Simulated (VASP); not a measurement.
# PbO (P4/nmm) in VASP: notebook

Aim: see how the results for PbO move with the level of theory and the settings. Levels: BLYP, PBE-based screened hybrid with 50 % exact exchange. Tasks: single point.

Everything below comes from runs of VASP 6.6.1. Logs are shortened: lines on timing, memory, paths and dates and some standing lists are left out, and cuts for length are marked.

## (1) The cell of the first run

The structure is tetragonal, space group P4/nmm (No. 129). Conventional cell: a = 4.016 Å, b = 4.016 Å, c = 5.043 Å, α = 90.00°, β = 90.00°, γ = 90.00°. Pb (site symmetry 4mm) has 4 O at 2.34 Å within 3.1 Å. O (site symmetry -4m2) has 4 Pb at 2.34 Å and 4 O at 2.84 Å within 3.1 Å.

## (2) Single point, BLYP

INCAR reads:

```
SYSTEM = PbO
PREC = Accurate ; ENCUT = 600
EDIFF = 1E-6 ; ISMEAR = -1
SIGMA = 0.05 ; LREAL = .False.
LASPH = .True. ; NELM = 120
ALGO = Normal ; ISIF = 2
LWAVE = .False. ; LCHARG = .False.
GGA = B5 ; ALDAX = 1.0
AGGAX = 1.0 ; AGGAC = 1.0
ALDAC = 0.0 ; NBANDS = 28
GGA_COMPAT = .False.
```

KPOINTS reads:

```
Automatic mesh
0
Gamma
  7 7 6
  0 0 0
```

POSCAR reads:

```
PbO
1.0
    4.0164246111      0.0000000000      0.0000000000
    0.0000000000      4.0164246111      0.0000000000
    0.0000000000      0.0000000000      5.0431797749
Pb O
2 2
Direct
    0.5000000000      0.0000000000      0.7600000000
    0.0000000000      0.5000000000      0.2400000000
    0.5000000000      0.5000000000      0.0000000000
    0.0000000000      0.0000000000      0.0000000000
```

Potentials or basis: VASP PAW PBE potentials, release 64 (Pb_d, O).

Started as:

```sh
$ cat potpaw_PBE.64/Pb_d/POTCAR potpaw_PBE.64/O/POTCAR > POTCAR
$ mpirun -np 1 vasp_std > vasp.out
```

OUTCAR:

```text
SYSTEM = PbO
   PREC = Accurate
   ENCUT = 600
   EDIFF = 1E-6
   ISMEAR = -1
   LREAL = .False.
   LASPH = .True.
   NELM = 120
   ISIF = 2
   GGA = B5

 ion  position               nearest neighbor table
   1  0.500  0.000  0.760-   3 2.34   4 2.34   3 2.34   4 2.34   2 3.73   2 3.73   2 3.73   2 3.73
                             2 3.87   2 3.87   2 3.87   2 3.87
   2  0.000  0.500  0.240-   3 2.34   4 2.34   4 2.34   3 2.34   1 3.73   1 3.73   1 3.73   1 3.73
                             1 3.87   1 3.87   1 3.87   1 3.87
   3  0.500  0.500  0.000-   1 2.34   2 2.34   1 2.34   2 2.34
   4  0.000  0.000  0.000-   1 2.34   2 2.34   2 2.34   1 2.34

  LATTYP: Found a simple tetragonal cell.
 ALAT       =     4.0164246111
 C/A-ratio  =     1.2556390978

  Lattice vectors:

 A1 = (   4.0164246111,   0.0000000000,   0.0000000000)
 A2 = (   0.0000000000,   4.0164246111,   0.0000000000)
 A3 = (   0.0000000000,   0.0000000000,   5.0431797749)

Analysis of symmetry for initial positions (statically):
=====================================================================
 Subroutine PRICEL returns:
 Original cell was already a primitive cell.

 Routine SETGRP: Setting up the symmetry group for a
 simple tetragonal supercell.

 Subroutine GETGRP returns: Found 16 space group operations
 (whereof  8 operations were pure point group operations)
 out of a pool of 16 trial point group operations.

The static configuration has the point symmetry D_2d.
 The point group associated with its full space group is D_4h.

Analysis of symmetry for dynamics (positions and initial velocities):
=====================================================================
 Subroutine PRICEL returns:
 Original cell was already a primitive cell.

 Routine SETGRP: Setting up the symmetry group for a
 simple tetragonal supercell.

 Subroutine GETGRP returns: Found 16 space group operations
 (whereof  8 operations were pure point group operations)
 out of a pool of 16 trial point group operations.

The dynamic configuration has the point symmetry D_2d.
 The point group associated with its full space group is D_4h.

 Subroutine INISYM returns: Found 16 space group operations
 (whereof  8 operations are pure point group operations),
 and found     1 'primitive' translations

----------------------------------------------------------------------------------------

                                     Primitive cell

  volume of cell :      81.3549

  direct lattice vectors                    reciprocal lattice vectors
     4.016424611  0.000000000  0.000000000     0.248977660  0.000000000  0.000000000
     0.000000000  4.016424611  0.000000000     0.000000000  0.248977660  0.000000000
     0.000000000  0.000000000  5.043179775     0.000000000  0.000000000  0.198287597

  length of vectors
     4.016424611  4.016424611  5.043179775     0.248977660  0.248977660  0.198287597

  position of ions in fractional coordinates (direct lattice)
     0.500000000  0.000000000  0.760000000
     0.000000000  0.500000000  0.240000000
     0.500000000  0.500000000  0.000000000
     0.000000000  0.000000000  0.000000000

  ion indices of the primitive-cell ions
   primitive index   ion index
                 1           1
                 2           2
                 3           3
                 4           4

----------------------------------------------------------------------------------------

 KPOINTS: Automatic mesh

Automatic generation of k-mesh.
 Grid dimensions read from file:
 generate k-points for:    7    7    6

 Generating k-lattice:

  Cartesian coordinates                     Fractional coordinates (reciprocal lattice)
     0.035568237  0.000000000  0.000000000     0.142857143  0.000000000  0.000000000
     0.000000000  0.035568237  0.000000000     0.000000000  0.142857143  0.000000000
     0.000000000  0.000000000  0.033047933     0.000000000  0.000000000  0.166666667

  Length of vectors
     0.035568237  0.035568237  0.033047933

  Shift w.r.t. Gamma in fractional coordinates (k-lattice)
     0.000000000  0.000000000  0.000000000

 Subroutine IBZKPT returns following result:
 ===========================================

 Found     40 irreducible k-points:

 Following reciprocal coordinates:
            Coordinates               Weight
  0.000000  0.000000  0.000000      1.000000
  0.142857  0.000000  0.000000      4.000000
  0.285714  0.000000  0.000000      4.000000
  0.428571  0.000000  0.000000      4.000000
  0.142857  0.142857  0.000000      4.000000
  0.285714  0.142857  0.000000      8.000000
[... 16 lines left out ...]
  0.285714  0.000000  0.333333      8.000000
  0.428571  0.000000  0.333333      8.000000
 [... further k-points ...]
   k-points           NKPTS =     40   k-points in BZ     NKDIM =     40   number of bands    NBANDS=     28
   number of dos      NEDOS =    301   number of ions     NIONS =      4
   total plane-waves  NPLWV =  40960
   dimension x,y,z NGX =    32 NGY =   32 NGZ =   40
   dimension x,y,z NGXF=    64 NGYF=   64 NGZF=   80
   ions per type =               2   2
   NGX,Y,Z   is equivalent  to a cutoff of  13.25, 13.25, 13.19 a.u.
   NGXF,Y,Z  is equivalent  to a cutoff of  26.49, 26.49, 26.37 a.u.
 SYSTEM =  PbO
   PREC   = accura    normal or accurate (medium, high low for compatibility)
   ISTART =      0    job   : 0-new  1-cont  2-samecut
   ICHARG =      2    charge: 1-file 2-atom 10-const
   ISPIN  =      1    spin polarized calculation?
   LNONCOLLINEAR =      F non collinear calculations
   LSORBIT =      F    spin-orbit coupling
   LASPH  =      T    aspherical Exc in radial PAW
   ENCUT  =  600.0 eV  44.10 Ry    6.64 a.u.   8.02  8.02 10.07*2*pi/ulx,y,z
   NELM   =    120;   NELMIN=  2; NELMDL= -5     # of ELM steps
   EDIFF  = 0.1E-05   stopping-criterion for ELM
   LREAL  =      F    real-space projection
   EDIFFG = 0.1E-04   stopping-criterion for IOM
   NSW    =      0    number of steps for IOM
   IBRION =     -1    ionic relax: 0-MD 1-quasi-New 2-CG
   NFREE  =      0    steps in history (QN), initial steepest desc. (CG)
   ISIF   =      2    stress and relaxation
   ISYM   =      2    0-nonsym 1-usesym 2-fastsym
   POTIM  = 0.5000    time-step for ionic-motion
   TEBEG  =    0.0;   TEEND  =   0.0 temperature during run
   PSTRESS=    0.0 pullay stress
   NELECT =      40.0000    total number of electrons
   NUPDOWN=      -1.0000    fix difference up-down
   EMIN   =  10.00;   EMAX   =-10.00  energy-range for DOS
   EFERMI =   0.00;   METHOD = LEGACY
   ISMEAR =    -1;   SIGMA  =   0.05  broadening in eV -4-tet -1-fermi 0-gaus
   EFERMI_NEDOS =   21; number of points for ismear=-14 and -15
   IALGO  =     38    algorithm
   IMIX   =      4    mixing-type and parameters
     AMIX     =   0.40;   BMIX     =  1.00
     AMIX_MAG =   1.60;   BMIX_MAG =  1.00
  volume/ion in A,a.u.               =      20.34       137.25
  Fermi-wavevector in a.u.,A,eV,Ry     =   1.292112  2.441738 22.715664  1.669554
  Thomas-Fermi vector in A             =   2.423840
   LORBIT       =      0    0 simple, 1 ext, 2 COOP (PROOUT), +10 PAW based schemes
   GGA     = B5    functional components
   LHFCALC =     F    Hartree Fock is set to
   AEXX    =    0.0000 exact exchange contribution
   IVDW    =     0    specifies the selected vdW correction
   LEPSILON=     F    determine dielectric tensor
   LRPA    =     F    only Hartree local field effects (RPA)
 non-spin polarized calculation
  energy-cutoff  :      600.00
  volume of cell :       81.35
 maximum number of plane-waves:      2742
   NGX = 17   NGY = 17   NGZ = 21

 number of electron      40.0000013 magnetization

 Free energy of the ion-electron system (eV)
  ---------------------------------------------------
  ext. energy  EPLUGINS =         0.00000000
  ---------------------------------------------------
  free energy    TOTEN  =       -19.96309220 eV

  energy without entropy =      -19.96309218  energy(sigma->0) =      -19.96309219

 E-fermi :   5.9699     XC(G=0):  -9.2444

 val. band max:        5.1951332062   @ k =   0.0000   0.0000   0.0000
 cond. band min:       6.7353698020   @ k =   0.4286   0.4286   0.0000
 fundamental gap:      1.5402365958
 Fermi energy:         5.9698878495

 k-point     1 :       0.0000    0.0000    0.0000
  band No.  band energies     occupation
      1     -12.7537      2.00000
      2     -12.3263      2.00000
      3     -10.7088      2.00000
      4     -10.7088      2.00000
      5     -10.6556      2.00000
      6     -10.6339      2.00000
[... 20 lines left out ...]
     27      12.8547      0.00000
     28      13.5327      0.00000

 k-point     2 :       0.1429    0.0000    0.0000
  band No.  band energies     occupation
      1     -12.7169      2.00000
      2     -12.3369      2.00000
      3     -10.6994      2.00000
      4     -10.6987      2.00000
      5     -10.6425      2.00000
      6     -10.6230      2.00000
[... 20 lines left out ...]
     27      13.0982      0.00000
     28      14.6331      0.00000

 k-point     3 :       0.2857    0.0000    0.0000
  band No.  band energies     occupation
      1     -12.6271      2.00000
      2     -12.3727      2.00000
      3     -10.6738      2.00000
      4     -10.6711      2.00000
      5     -10.6050      2.00000
      6     -10.6014      2.00000
[... 20 lines left out ...]
     27      13.4382      0.00000
     28      16.6504      0.00000

 k-point     4 :       0.4286    0.0000    0.0000
  band No.  band energies     occupation
      1     -12.5249      2.00000
      2     -12.4367      2.00000
      3     -10.6390      2.00000
      4     -10.6369      2.00000
      5     -10.6085      2.00000
      6     -10.6059      2.00000
[... 20 lines left out ...]
     27      14.0755      0.00000
     28      15.1630      0.00000

 k-point     5 :       0.1429    0.1429    0.0000
  band No.  band energies     occupation
      1     -12.6840      2.00000
      2     -12.3466      2.00000
      3     -10.7046      2.00000
      4     -10.6722      2.00000
      5     -10.6311      2.00000
      6     -10.6154      2.00000
[... 20 lines left out ...]
     27      13.8749      0.00000
     28      15.1216      0.00000

 k-point     6 :       0.2857    0.1429    0.0000
  band No.  band energies     occupation
      1     -12.6047      2.00000
      2     -12.3792      2.00000
      3     -10.6828      2.00000
      4     -10.6388      2.00000
      5     -10.5986      2.00000
      6     -10.5966      2.00000
[... 463 lines left out ...]
      5     -10.6589      2.00000
      6     -10.6216      2.00000
[... 20 lines left out ...]
     27      13.7310      0.00000
     28      14.0505      0.00000

 k-point    22 :       0.1429    0.0000    0.3333
  band No.  band energies     occupation
      1     -12.7046      2.00000
      2     -12.3274      2.00000
      3     -10.6737      2.00000
      4     -10.6641      2.00000
      5     -10.6423      2.00000
      6     -10.6126      2.00000
[... 20 lines left out ...]
     27      14.0099      0.00000
     28      14.8618      0.00000

 k-point    23 :       0.2857    0.0000    0.3333
  band No.  band energies     occupation
      1     -12.6270      2.00000
      2     -12.3714      2.00000
      3     -10.6780      2.00000
      4     -10.6439      2.00000
      5     -10.6200      2.00000
      6     -10.6111      2.00000
[... 20 lines left out ...]
     27      14.3167      0.00000
     28      16.2574      0.00000

 k-point    24 :       0.4286    0.0000    0.3333
  band No.  band energies     occupation
      1     -12.5333      2.00000
      2     -12.4437      2.00000
      3     -10.6736      2.00000
      4     -10.6540      2.00000
      5     -10.6241      2.00000
      6     -10.6088      2.00000
[... 20 lines left out ...]
     27      14.7270      0.00000
     28      15.4652      0.00000

 [... further k-points ...]

------------------------ aborting loop because EDIFF is reached ----------------------------------------

  FORCE on cell =-STRESS in cart. coord.  units (eV):
  Direction    XX          YY          ZZ          XY          YZ          ZX
  --------------------------------------------------------------------------------------
  -------------------------------------------------------------------------------------
  Total        2.8728210      2.8728210      2.0488012      0.0000000     -0.0000000      0.0000000
  in kB       56.5764189     56.5764189     40.3484377      0.0000000     -0.0000000      0.0000000
  external PRESSURE =      51.1670918 kB  Pullay stress =       0.0000000 kB

 VOLUME and BASIS-vectors are now :
 -----------------------------------------------------------------------------
  energy-cutoff  :      600.00
  volume of cell :       81.35
      direct lattice vectors                 reciprocal lattice vectors
     4.016424611  0.000000000  0.000000000     0.248977660  0.000000000  0.000000000
     0.000000000  4.016424611  0.000000000     0.000000000  0.248977660  0.000000000
     0.000000000  0.000000000  5.043179775     0.000000000  0.000000000  0.198287597

 POSITION                                       TOTAL-FORCE (eV/Angst)
 -----------------------------------------------------------------------------------
      2.00821      0.00000      3.83282        -0.000000      0.000000     -0.060007
      0.00000      2.00821      1.21036         0.000000      0.000000      0.060007
      2.00821      2.00821      0.00000         0.000000     -0.000000      0.000000
      0.00000      0.00000      0.00000         0.000000      0.000000      0.000000
 -----------------------------------------------------------------------------------
    total drift:                                0.000000     -0.000000     -0.000000

  FREE ENERGIE OF THE ION-ELECTRON SYSTEM (eV)
  ---------------------------------------------------
  free  energy   TOTEN  =       -19.9630921952 eV

  energy  without entropy=      -19.9630921826  energy(sigma->0) =      -19.96309219
```

It took 1.7 min on 1 thread of Intel Xeon 8259CL, shared host; peak memory 0.25 GiB.

Results:

```
Free energy            : -19.9631 eV
Pressure               : 5.1 GPa
Largest force          : 0.060 eV/Å
Band gap on the k mesh : 1.54 eV (least direct gap 2.42 eV)
```

Forces on the atoms (eV/Å):
```
Pb   0.000  0.000 -0.060
Pb   0.000  0.000  0.060
O    0.000  0.000  0.000
O    0.000  0.000  0.000
```

Levels at points of the mesh, in eV from the valence-band top:
| k point | band 16 | band 17 | band 18 | band 19 | band 20 | band 21 | band 22 | band 23 | band 24 | band 25 |
| --- | --- | --- | --- | --- | --- | --- | --- | --- | --- | --- |
| (0.00, 0.00, 0.00) | -3.94 | -1.53 | -1.45 | -1.45 | 0.00 | 2.47 | 5.49 | 5.49 | 5.60 | 6.56 |
| (0.00, 0.00, 0.50) | -3.78 | -1.57 | -1.48 | -1.48 | -0.85 | 2.14 | 3.95 | 3.95 | 4.30 | 8.49 |

Caveat: the cell stands under pressure; the PAW data sets were made with another functional, which shifts forces and pressure a little; spin-orbit coupling is left out, which moves the levels of the heavy elements; an odd mesh through Γ misses points on the zone boundary, where band edges can lie.

## (3) Single point, PBE-based screened hybrid with 50 % exact exchange

This run uses another cell than the first one, of 19.94 Å³/atom.

POSCAR reads:

```
PbO
1.0
    3.9900000000      0.0000000000      0.0000000000
    0.0000000000      3.9900000000      0.0000000000
    0.0000000000      0.0000000000      5.0100000000
Pb O
2 2
Direct
    0.5000000000      0.0000000000      0.7600000000
    0.0000000000      0.5000000000      0.2400000000
    0.5000000000      0.5000000000      0.0000000000
    0.0000000000      0.0000000000      0.0000000000
```

INCAR.step1 reads:

```
ALGO     = Normal         # electronic algorithm
EDIFF    = 1E-5           # SCF threshold, eV
ENCUT    = 520            # plane-wave cutoff, eV
GGA      = PE             # functional
GGA_COMPAT= False        
ISIF     = 2              # what is computed and relaxed
ISMEAR   = -1             # smearing method
LASPH    = True           # aspherical terms in the spheres
LREAL    = False          # projectors in reciprocal space
LWAVE    = True           # write WAVECAR
NBANDS   = 28             # bands
NELM     = 120            # most SCF steps
PREC     = Accurate       # precision mode
SIGMA    = 0.05           # smearing width, eV
```

INCAR.step2 reads:

```
AEXX     = 0.5            # exact-exchange fraction
ALGO     = Normal         # electronic algorithm
EDIFF    = 1E-6           # SCF threshold, eV
ENCUT    = 520            # plane-wave cutoff, eV
GGA      = PE             # functional
GGA_COMPAT= False        
HFSCREEN = 0.2078699      # screening, 1/A
ISIF     = 2              # what is computed and relaxed
ISMEAR   = -1             # smearing method
ISTART   = 1            
LASPH    = True           # aspherical terms in the spheres
LCHARG   = True           # write CHGCAR
LELF     = True           # ELF
LHFCALC  = True           # exact exchange
LREAL    = False          # projectors in reciprocal space
LVHAR    = True         
LWAVE    = False          # write WAVECAR
NBANDS   = 28             # bands
NELM     = 120            # most SCF steps
PREC     = Accurate       # precision mode
PRECFOCK = Normal       
SIGMA    = 0.05           # smearing width, eV
```

KPOINTS reads:

```
k-points
0
Gamma
  4 4 3
```

Potentials or basis: VASP PAW PBE potentials, release 64 (Pb_d, O).

Started as:

```sh
$ cat potpaw_PBE.64/Pb_d/POTCAR potpaw_PBE.64/O/POTCAR > POTCAR
$ cp INCAR.step1 INCAR
$ mpirun -np 1 vasp_std > vasp.out
$ cp INCAR.step2 INCAR
$ mpirun -np 1 vasp_std > vasp.out
```

Run time: 71 min. Hardware: 1 thread of Intel Xeon Platinum 8375C at 2.90GHz (Ice Lake), shared host; peak memory 0.31 GiB.

It converged, with:

| Item | Value |
| --- | --- |
| Free energy | -31.7687 eV |
| Pressure | -4.2 GPa |
| Largest force | 1.147 eV/Å |
| Band gap on the k mesh | 2.53 eV (least direct gap 4.21 eV) |

Forces on the atoms (eV/Å):
```
Pb   0.000  0.000  1.147
Pb   0.000  0.000 -1.147
O    0.000  0.000  0.000
O    0.000  0.000  0.000
```

Stress tensor (GPa, compression positive):
```
-4.49  0.00  0.00
 0.00 -4.49  0.00
 0.00  0.00 -3.67
```

Levels at points of the mesh, in eV from the valence-band top:
| k point | band 18 | band 19 | band 20 | band 21 | band 22 | band 23 |
| --- | --- | --- | --- | --- | --- | --- |
| (0.00, 0.00, 0.00) | -2.63 | -2.63 | 0.00 | 4.21 | 7.48 | 7.48 |
| (0.50, 0.00, 0.00) | -4.17 | -2.18 | -2.18 | 5.11 | 5.11 | 8.81 |
| (0.50, 0.50, 0.00) | -2.02 | -1.91 | -1.91 | 2.53 | 2.53 | 7.05 |

Caveat: the cell stands under tension; the PAW data sets were made with another functional, which shifts forces and pressure a little; spin-orbit coupling is left out, which moves the levels of the heavy elements; an odd mesh through Γ misses points on the zone boundary, where band edges can lie.
